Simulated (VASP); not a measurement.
# Si12HO24 (a cell with a defect) in VASP: single point with PBEsol

Aim: the single point of Si12HO24 (a cell with a defect) with PBEsol.

Program: VASP 6.6.1. These are calculated values, not measurements. Logs are shortened: lines on timing, memory, paths and dates and some standing lists are left out, and cuts for length are marked.

### Step 1. The cell of the first run

The cell holds a defect, 37 atoms: a = 8.926 Å, b = 8.926 Å, c = 10.460 Å, α = 90.00°, β = 90.00°, γ = 130.29°.

### Step 2. Single point, PBEsol, collinear spin

The input, INCAR:

```
ALGO = Normal
EDIFF = 1E-6
ENCUT = 520
GGA = PS
GGA_COMPAT = F
ISIF = 2
ISMEAR = 0
ISPIN = 2
LASPH = T
LCHARG = F
LORBIT = 11
LREAL = Auto
LWAVE = F
MAGMOM = 0 0 0 0 0 0 0 0 0 0 0 0 0 0 0 0 0 0 0 0 0 0 0 0 0 0 0 0 0 0 0 0 0 0 0 0 1
NBANDS = 124
NCORE = 4
NELM = 200
PREC = Accurate
SIGMA = 0.02
```

The input, KPOINTS:

```
k-points
0
Gamma
  2 2 1
```

The input, POSCAR:

```
Si12HO24
1.0
    3.7515500000     -8.0990730000      0.0000000000
    3.7515500000      8.0990730000      0.0000000000
    0.0000000000      0.0000000000     10.4600840000
Si O H
12 24 1
Direct
    0.0044752289      0.3983412955      0.1186333512
    0.3976247930      0.0046124394      0.3874138157
    0.5909250725      0.9834418588      0.1374788737
    0.9835023827      0.5907489407      0.3685770472
    0.4373001707      0.5510186646      0.1200058140
    0.5508384791      0.4373132293      0.3699055981
    0.0044153661      0.3983011039      0.6184960631
    0.3980362173      0.0047227136      0.8873938285
    0.5907258208      0.9834175809      0.6372394143
    0.9834010187      0.5904457670      0.8686036723
    0.4372003082      0.5509961698      0.6199720737
    0.5508918448      0.4373344493      0.8698946142
    0.0125440528      0.4863268293      0.2563269979
    0.5263923344      0.0193722071      0.2710200008
    0.4620657196     -0.0317716861      0.0209420003
   -0.0254747226      0.5019666100      0.0063045610
    0.2059720234      0.4359814358      0.0965775053
    0.4330277562      0.2063325898      0.3961162511
    0.5569399076      0.7824357290      0.1461259703
    0.7825605625      0.5541678429      0.3463978301
    0.8229805404      0.1635731189      0.1149669377
    0.1654684544      0.8253630335      0.3645151581
    0.5258371842      0.5290989851     -0.0067832846
    0.4611071025      0.4580271755      0.2432128554
    0.0120516581      0.4858112220      0.7562854288
    0.5268943474      0.0198453519      0.7709135727
    0.4610277953     -0.0324930523      0.5210163943
   -0.0246623551      0.5028430620      0.5063337512
    0.2058021690      0.4356664945      0.5965411702
    0.4330681496      0.2062875843      0.8960192878
    0.5567545242      0.7824225800      0.6460465447
    0.7827072615      0.5543787797      0.8464344939
    0.8225395511      0.1636452392      0.6138773887
    0.1658852576      0.8249822114      0.8647471790
    0.5258141130      0.5291778093      0.4931807481
    0.4613642717      0.4582467324      0.7431704881
    1.0028776386      1.1204458021      0.8631136030
```

Potentials or basis: VASP PAW PBE potentials, release 64 (Si, O, H).

Started as:

```
cat potpaw_PBE.64/Si/POTCAR potpaw_PBE.64/O/POTCAR potpaw_PBE.64/H/POTCAR > POTCAR
mpirun -np 4 vasp_std > vasp.out
```

OUTCAR:

```text
EDIFF = 1E-6
   ENCUT = 520
   GGA = PS
   ISIF = 2
   ISMEAR = 0
   ISPIN = 2
   LASPH = T
   LORBIT = 11
   LREAL = Auto
   NELM = 200
   PREC = Accurate

 ion  position               nearest neighbor table
   1  0.004  0.398  0.119-  17 1.62  13 1.62  21 1.62  16 1.62   3 3.11
   2  0.398  0.005  0.387-  18 1.62  22 1.62  14 1.62  27 1.62   4 3.11
   3  0.591  0.983  0.137-  19 1.62  21 1.62  14 1.62  15 1.62   1 3.11
   4  0.984  0.591  0.369-  20 1.62  28 1.62  22 1.62  13 1.62   2 3.11
   5  0.437  0.551  0.120-  23 1.62  24 1.62  19 1.62  17 1.62
   6  0.551  0.437  0.370-  35 1.62  24 1.62  18 1.62  20 1.62
   7  0.004  0.398  0.618-  29 1.62  25 1.62  33 1.62  28 1.62   9 3.11
   8  0.398  0.005  0.887-  30 1.62  34 1.62  26 1.62  15 1.62  10 3.12
   9  0.591  0.983  0.637-  31 1.62  33 1.62  26 1.62  27 1.62   7 3.11
  10  0.983  0.590  0.869-  32 1.62  16 1.62  25 1.62  34 1.62   8 3.12
  11  0.437  0.551  0.620-  35 1.62  36 1.62  31 1.62  29 1.62
  12  0.551  0.437  0.870-  23 1.62  36 1.62  30 1.62  32 1.62
  13  0.013  0.486  0.256-   1 1.62   4 1.62
  14  0.526  0.019  0.271-   3 1.62   2 1.62
  15  0.462  0.968  0.021-   8 1.62   3 1.62
  16  0.975  0.502  0.006-  10 1.62   1 1.62
  17  0.206  0.436  0.097-   1 1.62   5 1.62
[... 17 lines left out ...]
  35  0.526  0.529  0.493-  11 1.62   6 1.62
  36  0.461  0.458  0.743-  12 1.62  11 1.62
  37  0.003  0.120  0.863-

  LATTYP: Found a base centered orthorhombic cell.
 ALAT       =     7.5031000000
 B/A-ratio  =     2.1588604710
 C/A-ratio  =     1.3941016380

  Lattice vectors:

 A1 = (   3.7515500000,  -8.0990730000,   0.0000000000)
 A2 = (   3.7515500000,   8.0990730000,   0.0000000000)
 A3 = (   0.0000000000,   0.0000000000,  10.4600840000)

Analysis of symmetry for initial positions (statically):
=====================================================================
 Subroutine PRICEL returns:
 Original cell was already a primitive cell.

 Routine SETGRP: Setting up the symmetry group for a
 base centered orthorhombic supercell.

 Subroutine GETGRP returns: Found  1 space group operations
 (whereof  1 operations were pure point group operations)
 out of a pool of  8 trial point group operations.

The static configuration has the point symmetry C_1 .

Analysis of symmetry for dynamics (positions and initial velocities):
=====================================================================
 Subroutine PRICEL returns:
 Original cell was already a primitive cell.

 Routine SETGRP: Setting up the symmetry group for a
 base centered orthorhombic supercell.

 Subroutine GETGRP returns: Found  1 space group operations
 (whereof  1 operations were pure point group operations)
 out of a pool of  8 trial point group operations.

The dynamic configuration has the point symmetry C_1 .

Analysis of structural, dynamic, and magnetic symmetry:
=====================================================================
 Subroutine PRICEL returns:
 Original cell was already a primitive cell.

 Routine SETGRP: Setting up the symmetry group for a
 base centered orthorhombic supercell.

 Subroutine GETGRP returns: Found  1 space group operations
 (whereof  1 operations were pure point group operations)
 out of a pool of  8 trial point group operations.

The overall configuration has the point symmetry C_1 .

 Subroutine INISYM returns: Found  1 space group operations
 (whereof  1 operations are pure point group operations),
 and found     1 'primitive' translations

----------------------------------------------------------------------------------------

                                     Primitive cell

  volume of cell :     635.6400

  direct lattice vectors                    reciprocal lattice vectors
     3.751550000 -8.099073000  0.000000000     0.133278245 -0.061735460  0.000000000
     3.751550000  8.099073000  0.000000000     0.133278245  0.061735460  0.000000000
     0.000000000  0.000000000 10.460084000     0.000000000  0.000000000  0.095601527

  length of vectors
     8.925755478  8.925755478 10.460084000     0.146882122  0.146882122  0.095601527

  position of ions in fractional coordinates (direct lattice)
[... 113 lines left out ...]
   dimension x,y,z NGX =    70 NGY =   70 NGZ =   80
   dimension x,y,z NGXF=   140 NGYF=  140 NGZF=  160
   ions per type =              12  24   1
   NGX,Y,Z   is equivalent  to a cutoff of  13.04, 13.04, 12.71 a.u.
   NGXF,Y,Z  is equivalent  to a cutoff of  26.08, 26.08, 25.43 a.u.
 SYSTEM =  unknown system
   PREC   = accura    normal or accurate (medium, high low for compatibility)
   ISTART =      0    job   : 0-new  1-cont  2-samecut
   ICHARG =      2    charge: 1-file 2-atom 10-const
   ISPIN  =      2    spin polarized calculation?
   LNONCOLLINEAR =      F non collinear calculations
   LSORBIT =      F    spin-orbit coupling
   LASPH  =      T    aspherical Exc in radial PAW
   ENCUT  =  520.0 eV  38.22 Ry    6.18 a.u.  16.60 16.60 19.45*2*pi/ulx,y,z
   NELM   =    200;   NELMIN=  2; NELMDL= -5     # of ELM steps
   EDIFF  = 0.1E-05   stopping-criterion for ELM
   LREAL  =      T    real-space projection
   EDIFFG = 0.1E-04   stopping-criterion for IOM
   NSW    =      0    number of steps for IOM
   IBRION =     -1    ionic relax: 0-MD 1-quasi-New 2-CG
   NFREE  =      0    steps in history (QN), initial steepest desc. (CG)
   ISIF   =      2    stress and relaxation
   ISYM   =      2    0-nonsym 1-usesym 2-fastsym
   POTIM  = 0.5000    time-step for ionic-motion
   TEBEG  =    0.0;   TEEND  =   0.0 temperature during run
   PSTRESS=    0.0 pullay stress
   NELECT =     193.0000    total number of electrons
   NUPDOWN=      -1.0000    fix difference up-down
   EMIN   =  10.00;   EMAX   =-10.00  energy-range for DOS
   EFERMI =   0.00;   METHOD = LEGACY
   ISMEAR =     0;   SIGMA  =   0.02  broadening in eV -4-tet -1-fermi 0-gaus
   EFERMI_NEDOS =   21; number of points for ismear=-14 and -15
   IALGO  =     38    algorithm
   IMIX   =      4    mixing-type and parameters
     AMIX     =   0.40;   BMIX     =  1.00
     AMIX_MAG =   1.60;   BMIX_MAG =  1.00
  volume/ion in A,a.u.               =      17.18       115.93
  Fermi-wavevector in a.u.,A,eV,Ry     =   1.100331  2.079325 16.472972  1.210729
  Thomas-Fermi vector in A             =   2.236741
   LORBIT       =     11    0 simple, 1 ext, 2 COOP (PROOUT), +10 PAW based schemes
   GGA     = PS    functional components
   LHFCALC =     F    Hartree Fock is set to
   AEXX    =    0.0000 exact exchange contribution
   IVDW    =     0    specifies the selected vdW correction
   LEPSILON=     F    determine dielectric tensor
   LRPA    =     F    only Hartree local field effects (RPA)
 spin polarized calculation
 Gauss-broadening in eV      SIGMA  =   0.02
  energy-cutoff  :      520.00
  volume of cell :      635.64
 maximum number of plane-waves:     17149
 NGX is ok and might be reduce to    70
   NGX = 33   NGY = 33   NGZ = 39

 number of electron     193.0000002 magnetization       1.0000000

 Free energy of the ion-electron system (eV)
  ---------------------------------------------------
  ext. energy  EPLUGINS =         0.00000000
  ---------------------------------------------------
  free energy    TOTEN  =      -296.82752359 eV

  energy without entropy =     -296.82752359  energy(sigma->0) =     -296.82752359

 E-fermi :  -0.6897     XC(G=0):  -7.4244

 val. band max:       -0.8109746515   @ k =   0.0000   0.5000   0.0000
 cond. band min:       3.9816107104   @ k =   0.0000   0.0000   0.0000
 fundamental gap:      4.7925853619
 Fermi energy:        -0.6897467939

 spin component 1

 k-point     1 :       0.0000    0.0000    0.0000
  band No.  band energies     occupation
      1     -20.5593      1.00000
      2     -20.1508      1.00000
      3     -20.1499      1.00000
      4     -19.9045      1.00000
      5     -19.8978      1.00000
      6     -19.6861      1.00000
[... 433 lines left out ...]
    107       7.4841      0.00000
    108       7.5599      0.00000
 Fermi energy:        -0.6897467939

 spin component 2

 k-point     1 :       0.0000    0.0000    0.0000
  band No.  band energies     occupation
      1     -20.5583      1.00000
      2     -20.1494      1.00000
      3     -20.1491      1.00000
      4     -19.9039      1.00000
      5     -19.8969      1.00000
      6     -19.6847      1.00000
[... 433 lines left out ...]
    107       7.5169      0.00000
    108       7.5872      0.00000
 [bands above 108 left out]

------------------------ aborting loop because EDIFF is reached ----------------------------------------

  FORCE on cell =-STRESS in cart. coord.  units (eV):
  Direction    XX          YY          ZZ          XY          YZ          ZX
  --------------------------------------------------------------------------------------
  -------------------------------------------------------------------------------------
  Total       -3.5652857     -4.3413479     -6.8576937      0.6835687      0.0967937      0.0258132
  in kB       -8.9865645    -10.9426862    -17.2853207      1.7229852      0.2439756      0.0650640
  external PRESSURE =     -12.4048572 kB  Pullay stress =       0.0000000 kB

 VOLUME and BASIS-vectors are now :
 -----------------------------------------------------------------------------
  energy-cutoff  :      520.00
  volume of cell :      635.64
      direct lattice vectors                 reciprocal lattice vectors
     3.751550000 -8.099073000  0.000000000     0.133278245 -0.061735460  0.000000000
     3.751550000  8.099073000  0.000000000     0.133278245  0.061735460  0.000000000
     0.000000000  0.000000000 10.460084000     0.000000000  0.000000000  0.095601527

 POSITION                                       TOTAL-FORCE (eV/Angst)
 -----------------------------------------------------------------------------------
      1.51119      3.18995      1.24091        -0.000344     -0.023808     -0.006683
      1.50901     -3.18304      4.05238         0.006285      0.024169      0.008836
      5.90632      3.17902      1.43804        -0.003174     -0.024571      0.012185
      5.90588     -3.18094      3.85535         0.002062      0.021812     -0.007675
      3.70773      0.92101      1.25527        -0.004658     -0.023444     -0.003562
      3.70710     -0.91945      3.86924         0.002887      0.026361     -0.005376
[... 29 lines left out ...]
      3.44997     -0.02525      7.77363         0.006884      0.007456     -0.003820
      0.46265      0.95219      9.02824        -0.000105     -0.001033     -0.002735
 -----------------------------------------------------------------------------------
    total drift:                               -0.007522     -0.008818      0.030776

  FREE ENERGIE OF THE ION-ELECTRON SYSTEM (eV)
  ---------------------------------------------------
  free  energy   TOTEN  =      -296.8275235850 eV

  energy  without entropy=     -296.8275235850  energy(sigma->0) =     -296.82752359

 total charge

# of ion       s       p       d       tot
------------------------------------------
    1        0.637   0.990   0.000   1.627
    2        0.637   0.991   0.000   1.628
    3        0.637   0.991   0.000   1.628
    4        0.637   0.990   0.000   1.627
    5        0.634   0.985   0.000   1.620
    6        0.634   0.985   0.000   1.620
[... 29 lines left out ...]
   36        1.537   3.691   0.000   5.228
   37        0.371   0.000   0.000   0.371
--------------------------------------------------
tot         44.956 100.376   0.000 145.331

 magnetization (x)

# of ion       s       p       d       tot
------------------------------------------
    1       -0.000  -0.000   0.000  -0.000
    2        0.000   0.000   0.000   0.000
    3       -0.000   0.000   0.000   0.000
    4        0.000   0.000   0.000   0.000
    5       -0.000   0.000   0.000   0.000
    6        0.000   0.000   0.000   0.000
[... 29 lines left out ...]
   36        0.000   0.002   0.000   0.002
   37        0.370   0.000   0.000   0.370
--------------------------------------------------
tot          0.372   0.016   0.000   0.388
```

Run time: 11 min. Hardware: 4 MPI ranks of AMD EPYC 7R43 (Zen 3), shared host; peak memory 0.41 GiB.

Results:

```
Free energy                                           : -296.8275 eV
Pressure                                              : -1.2 GPa
Largest force                                         : 0.028 eV/Å
Band gap on the k mesh                                : 4.79 eV
Net moment                                            : 1.00 μB per cell
Site moments                                          : Si -0.00, +0.00 (each value once); O +0.00; H +0.37 μB
Valence electrons inside the program's atomic spheres : Si 1.63, 1.62 (each value once); O 5.23, 5.22 (each value once); H 0.37
```

Forces on the atoms (eV/Å):
```
Si   0.000 -0.024 -0.007
Si   0.006  0.024  0.009
Si  -0.003 -0.025  0.012
Si   0.002  0.022 -0.008
Si  -0.005 -0.023 -0.004
Si   0.003  0.026 -0.005
Si   0.000 -0.025 -0.006
Si   0.007  0.026  0.010
Si  -0.004 -0.024  0.013
Si   0.000  0.023 -0.006
Si  -0.003 -0.026 -0.003
Si   0.003  0.026 -0.007
O   -0.004 -0.005  0.003
O   -0.005  0.011  0.002
O    0.003 -0.013  0.006
O    0.005  0.005  0.003
O    0.006 -0.007  0.000
O   -0.005 -0.010  0.005
O   -0.002  0.012  0.002
O   -0.010  0.005 -0.001
O    0.000 -0.001 -0.003
O    0.003  0.002 -0.006
O   -0.001 -0.006 -0.003
O    0.009  0.007 -0.003
O   -0.002 -0.005  0.002
O   -0.008  0.009  0.003
O    0.004 -0.012  0.004
O    0.001  0.006  0.002
O    0.004 -0.005  0.000
O   -0.005 -0.010  0.003
O   -0.002  0.011  0.003
O   -0.011  0.005  0.000
O    0.000 -0.003 -0.004
O    0.005  0.001 -0.004
O    0.000 -0.006 -0.004
O    0.007  0.007 -0.004
H    0.000 -0.001 -0.003
```

Stress tensor (GPa, compression positive):
```
-0.90  0.17  0.01
 0.17 -1.09  0.02
 0.01  0.02 -1.73
```

Caveat: the k points lie up to 0.60 Å⁻¹ apart; the PAW data sets were made with another functional, which shifts forces and pressure a little.
